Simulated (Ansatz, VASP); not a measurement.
# One calculation of CrCN, two programs

```
Cr C N
1.0
     3.24399    0.00000    0.00000
    -1.62200    2.80938    0.00000
     0.00000    0.00000    5.19817
Cr C N
2 2 2
Direct
  0.00000 0.00000 0.00000
  0.00000 0.00000 0.50000
  0.33333 0.66667 0.25000
  0.66667 0.33333 0.75000
  0.33333 0.66667 0.75000
  0.66667 0.33333 0.25000
```

Change from the starting cell: species swapped into the CrCoGe type (P6_3/mmc, No. 194).

Alike in both runs: functional PBE; k mesh 12 × 12 × 8; occupations gaussian, width 0.1 eV; no spin polarisation.

Ansatz relaxed the structure, and its values are those at the end. VASP's run is a single point on that final structure, the one shown.

|  | VASP | Ansatz |
| --- | --- | --- |
| version | VASP 6.6.1 | Ansatz 0.2.0 |
| potentials or method | VASP PAW PBE potentials, release 64 (Cr_pv, C, N), cutoff 520 eV | scalar-relativistic, plane waves, PAW |
| valence electrons in the cell | 42 | 46 |

|  | VASP | Ansatz | Ansatz less VASP |
| --- | --- | --- | --- |
| gap on the k mesh at the Fermi level (eV) | none | none | - |
| pressure (GPa) | 0.2 | 0.0 | -0.20 |

A gap of «none» marks a metal or a gap that the smearing closes. With one functional, cell and mesh, what is left measures potentials, basis and numerics. VASP's potentials hold 42 valence electrons a cell and Ansatz's 46, so a difference there can come from the potentials and not from the codes.
